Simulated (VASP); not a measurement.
# NaH (lda) (Fm-3m) in VASP: notebook, part 2 of 2

VASP 6.6.1. Earlier steps stand in the parts before.

## Step 4: Relaxation of cell and atoms, LDA

The input, INCAR:

```
PREC     = Accurate       # precision mode
ENCUT    = 500            # plane-wave cutoff, eV
EDIFF    = 1E-7           # SCF threshold, eV
ISMEAR   = 0              # smearing method
SIGMA    = 0.02           # smearing width, eV
LREAL    = False          # projectors in reciprocal space
LASPH    = True           # aspherical terms in the spheres
NELM     = 120            # most SCF steps
ALGO     = Normal         # electronic algorithm
ISIF     = 3              # what is computed and relaxed
LWAVE    = False          # write WAVECAR
LCHARG   = False          # write CHGCAR
GGA      = CA             # functional
IBRION   = 2              # ionic algorithm
NSW      = 100            # ionic steps
EDIFFG   = -0.002         # ionic threshold
GGA_COMPAT= False        
NELMIN   = 4
```

The input, KPOINTS:

```
regular mesh
0
Gamma
  8 8 8
```

The input, POSCAR:

```
NaH
1.0
    0.0000000000      2.3864216700      2.3864216700
    2.3864216700      0.0000000000      2.3864216700
    2.3864216700      2.3864216700      0.0000000000
Na H
1 1
Direct
    0.0000000000      0.0000000000      0.0000000000
    0.5000000000      0.5000000000      0.5000000000
```

Potentials or basis: VASP PAW LDA potentials, release 64 (Na_pv, H).

Launch:

```bash
> cat potpaw_LDA.64/Na_pv/POTCAR potpaw_LDA.64/H/POTCAR > POTCAR
> mpirun -np 1 vasp_std > vasp.out
```

OUTCAR:

```text
PREC = Accurate
   ENCUT = 500
   EDIFF = 1E-7
   ISMEAR = 0
   LREAL = False
   LASPH = True
   NELM = 120
   ISIF = 3
   GGA = CA
   IBRION = 2
   NSW = 100
   EDIFFG = -0.002
   NELMIN = 4

 ion  position               nearest neighbor table
   1  0.000  0.000  0.000-
   2  0.500  0.500  0.500-

  LATTYP: Found a face centered cubic cell.
 ALAT       =     4.7728433400

  Lattice vectors:

 A1 = (   0.0000000000,   2.3864216700,   2.3864216700)
 A2 = (   2.3864216700,   0.0000000000,   2.3864216700)
 A3 = (   2.3864216700,   2.3864216700,   0.0000000000)

Analysis of symmetry for initial positions (statically):
=====================================================================
 Subroutine PRICEL returns:
 Original cell was already a primitive cell.

 Routine SETGRP: Setting up the symmetry group for a
 face centered cubic supercell.

 Subroutine GETGRP returns: Found 48 space group operations
 (whereof 48 operations were pure point group operations)
 out of a pool of 48 trial point group operations.

The static configuration has the point symmetry O_h .

Analysis of symmetry for dynamics (positions and initial velocities):
=====================================================================
 Subroutine PRICEL returns:
 Original cell was already a primitive cell.

 Routine SETGRP: Setting up the symmetry group for a
 face centered cubic supercell.

 Subroutine GETGRP returns: Found 48 space group operations
 (whereof 48 operations were pure point group operations)
 out of a pool of 48 trial point group operations.

The dynamic configuration has the point symmetry O_h .

 Subroutine INISYM returns: Found 48 space group operations
 (whereof 48 operations are pure point group operations),
 and found     1 'primitive' translations

----------------------------------------------------------------------------------------

                                     Primitive cell

  volume of cell :      27.1814

  direct lattice vectors                    reciprocal lattice vectors
     0.000000000  2.386421670  2.386421670    -0.209518714  0.209518714  0.209518714
     2.386421670  0.000000000  2.386421670     0.209518714 -0.209518714  0.209518714
     2.386421670  2.386421670  0.000000000     0.209518714  0.209518714 -0.209518714

  length of vectors
     3.374909891  3.374909891  3.374909891     0.362897058  0.362897058  0.362897058

  position of ions in fractional coordinates (direct lattice)
     0.000000000  0.000000000  0.000000000
     0.500000000  0.500000000  0.500000000

  ion indices of the primitive-cell ions
   primitive index   ion index
                 1           1
                 2           2

----------------------------------------------------------------------------------------

 KPOINTS: regular mesh

Automatic generation of k-mesh.
 Grid dimensions read from file:
 generate k-points for:    8    8    8

 Generating k-lattice:

  Cartesian coordinates                     Fractional coordinates (reciprocal lattice)
    -0.026189839  0.026189839  0.026189839     0.125000000  0.000000000  0.000000000
[... 44 lines left out ...]
   dimension x,y,z NGX =    28 NGY =   28 NGZ =   28
   dimension x,y,z NGXF=    56 NGYF=   56 NGZF=   56
   ions per type =               1   1
   NGX,Y,Z   is equivalent  to a cutoff of  13.79, 13.79, 13.79 a.u.
   NGXF,Y,Z  is equivalent  to a cutoff of  27.59, 27.59, 27.59 a.u.
 SYSTEM =  unknown system
   PREC   = accura    normal or accurate (medium, high low for compatibility)
   ISTART =      0    job   : 0-new  1-cont  2-samecut
   ICHARG =      2    charge: 1-file 2-atom 10-const
   ISPIN  =      1    spin polarized calculation?
   LNONCOLLINEAR =      F non collinear calculations
   LSORBIT =      F    spin-orbit coupling
   LASPH  =      T    aspherical Exc in radial PAW
   ENCUT  =  500.0 eV  36.75 Ry    6.06 a.u.   6.15  6.15  6.15*2*pi/ulx,y,z
   NELM   =    120;   NELMIN=  4; NELMDL= -5     # of ELM steps
   EDIFF  = 0.1E-06   stopping-criterion for ELM
   LREAL  =      F    real-space projection
   EDIFFG = -.2E-02   stopping-criterion for IOM
   NSW    =    100    number of steps for IOM
   IBRION =      2    ionic relax: 0-MD 1-quasi-New 2-CG
   NFREE  =      1    steps in history (QN), initial steepest desc. (CG)
   ISIF   =      3    stress and relaxation
   ISYM   =      2    0-nonsym 1-usesym 2-fastsym
   POTIM  = 0.5000    time-step for ionic-motion
   TEBEG  =    0.0;   TEEND  =   0.0 temperature during run
   PSTRESS=    0.0 pullay stress
   NELECT =       8.0000    total number of electrons
   NUPDOWN=      -1.0000    fix difference up-down
   EMIN   =  10.00;   EMAX   =-10.00  energy-range for DOS
   EFERMI =   0.00;   METHOD = LEGACY
   ISMEAR =     0;   SIGMA  =   0.02  broadening in eV -4-tet -1-fermi 0-gaus
   EFERMI_NEDOS =   21; number of points for ismear=-14 and -15
   IALGO  =     38    algorithm
   IMIX   =      4    mixing-type and parameters
     AMIX     =   0.40;   BMIX     =  1.00
     AMIX_MAG =   1.60;   BMIX_MAG =  1.00
  volume/ion in A,a.u.               =      13.59        91.71
  Fermi-wavevector in a.u.,A,eV,Ry     =   1.088966  2.057847 16.134427  1.185847
  Thomas-Fermi vector in A             =   2.225159
   LORBIT       =      0    0 simple, 1 ext, 2 COOP (PROOUT), +10 PAW based schemes
   GGA     = CA    functional components
   LHFCALC =     F    Hartree Fock is set to
   AEXX    =    0.0000 exact exchange contribution
   IVDW    =     0    specifies the selected vdW correction
   LEPSILON=     F    determine dielectric tensor
   LRPA    =     F    only Hartree local field effects (RPA)
 conjugate gradient relaxation of ions
 non-spin polarized calculation
 Gauss-broadening in eV      SIGMA  =   0.02
  energy-cutoff  :      500.00
  volume of cell :       27.18
 maximum number of plane-waves:       701
 NGX is ok and might be reduce to    28
   NGX = 13   NGY = 13   NGZ = 13

--------------------------------------- Ionic step        1  -------------------------------------------

 number of electron       8.0000003 magnetization

 Free energy of the ion-electron system (eV)
  ---------------------------------------------------
  ext. energy  EPLUGINS =         0.00000000
  ---------------------------------------------------
  free energy    TOTEN  =        -5.40250141 eV

  energy without entropy =       -5.40250141  energy(sigma->0) =       -5.40250141

------------------------ aborting loop because EDIFF is reached ----------------------------------------

  FORCE on cell =-STRESS in cart. coord.  units (eV):
  Direction    XX          YY          ZZ          XY          YZ          ZX
  --------------------------------------------------------------------------------------
  -------------------------------------------------------------------------------------
  Total       -0.2365736     -0.2365736     -0.2365736      0.0000000      0.0000000     -0.0000000
  in kB      -13.9445771    -13.9445771    -13.9445771      0.0000000      0.0000000     -0.0000000
  external PRESSURE =     -13.9445771 kB  Pullay stress =       0.0000000 kB
[... 95 lines left out ...]
--------------------------------------- Ionic step        4  -------------------------------------------

 number of electron       8.0000002 magnetization

 Free energy of the ion-electron system (eV)
  ---------------------------------------------------
  ext. energy  EPLUGINS =         0.00000000
  ---------------------------------------------------
  free energy    TOTEN  =        -5.40901779 eV

  energy without entropy =       -5.40901779  energy(sigma->0) =       -5.40901779

 E-fermi :  -0.7879     XC(G=0):  -8.5638

 val. band max:       -0.9091555085   @ k =  -0.2500   0.5000   0.2500
 cond. band min:       2.6393789500   @ k =   0.5000   0.0000   0.0000
 fundamental gap:      3.5485344584
 Fermi energy:        -0.7879091725

 k-point     1 :       0.0000    0.0000    0.0000
  band No.  band energies     occupation
      1     -22.9358      2.00000
      2     -22.9358      2.00000
      3     -22.9358      2.00000
      4      -4.9680      2.00000
      5      10.3102      0.00000
      6      14.9485      0.00000
      7      14.9485      0.00000
      8      14.9485      0.00000
[... 243 lines left out ...]
 k-point    24 :      -0.3750    0.2500    0.1250
  band No.  band energies     occupation
      1     -23.0486      2.00000
      2     -22.9844      2.00000
      3     -22.9620      2.00000
      4      -1.4567      2.00000
      5       3.4703      0.00000
      6       6.9667      0.00000
      7      10.3464      0.00000
      8      14.5814      0.00000

 [... further k-points ...]

------------------------ aborting loop because EDIFF is reached ----------------------------------------

  FORCE on cell =-STRESS in cart. coord.  units (eV):
  Direction    XX          YY          ZZ          XY          YZ          ZX
  --------------------------------------------------------------------------------------
  -------------------------------------------------------------------------------------
  Total       -0.0003451     -0.0003451     -0.0003451      0.0000000     -0.0000000      0.0000000
  in kB       -0.0214729     -0.0214729     -0.0214729      0.0000000     -0.0000000      0.0000000
  external PRESSURE =      -0.0214729 kB  Pullay stress =       0.0000000 kB
[... 17 lines left out ...]
  FREE ENERGIE OF THE ION-ELECTRON SYSTEM (eV)
  ---------------------------------------------------
  free  energy   TOTEN  =        -5.4090177855 eV

  energy  without entropy=       -5.4090177855  energy(sigma->0) =       -5.40901779

 reached required accuracy - stopping structural energy minimisation
```

It took 25 s on 1 thread of Intel Xeon 8259CL, shared host; peak memory 0.14 GiB.

What came out:

| Property | Result |
| --- | --- |
| Free energy | -5.4090 eV |
| Relaxed volume | 12.87 Å³/atom |
| Relaxed cell | a = 3.315 Å, b = 3.315 Å, c = 3.315 Å, α = 60.00°, β = 60.00°, γ = 60.00° |
| Space group after relaxing (to 0.05 Å) | Fm-3m (No. 225) |
| Energy gained by relaxing | 3.3 meV/atom |
| Ionic steps | 4 |
| Pressure after relaxing | 0.0 GPa |
| Band gap on the k mesh | 3.55 eV, indirect (least direct gap 4.51 eV) |

Step by step:
| step | energy change (eV) | largest force (eV/Å) | pressure (GPa) | volume (Å³) |
| --- | --- | --- | --- | --- |
| 1 | 0.0000 | 0.0000 | -1.39 | 27.18 |
| 2 | -0.0034 | 0.0000 | -0.98 | 26.72 |
| 3 | -0.0065 | 0.0000 | -0.14 | 25.88 |
| 4 | -0.0065 | 0.0000 | 0.00 | 25.75 |

Final structure:
```
Na H
1.0
     0.00000    2.34375    2.34375
     2.34375    0.00000    2.34375
     2.34375    2.34375    0.00000
Na H
1 1
Direct
  0.00000 0.00000 0.00000
  0.50000 0.50000 0.50000
```

A k mesh can miss the band edges.

## Step 5: Overview

| task | cell | k mesh | smearing | gap on the mesh (eV) | pressure (GPa) |
| --- | --- | --- | --- | --- | --- |
| single point | a = 3.375 Å, angles 60.0°, 2 atoms | 6 × 6 × 6 | gaussian 0.1 eV | 3.52 | -1.4 |
| single point | a = 3.316 Å, angles 60.0°, 2 atoms | 8 × 8 × 8 | gaussian 0.02 eV | 3.55 | -0.1 |
| relaxation of cell and atoms | relaxed from a = 3.375 Å, angles 60.0°, 2 atoms | 8 × 8 × 8 | gaussian 0.02 eV | 3.55 | 0.0 |

Alike in all rows: level LDA; potentials or basis VASP PAW LDA potentials, release 64 (Na_pv, H); no spin polarisation; cutoff (eV) 500.

Absolute energies hang on the potentials; compare differences alone.
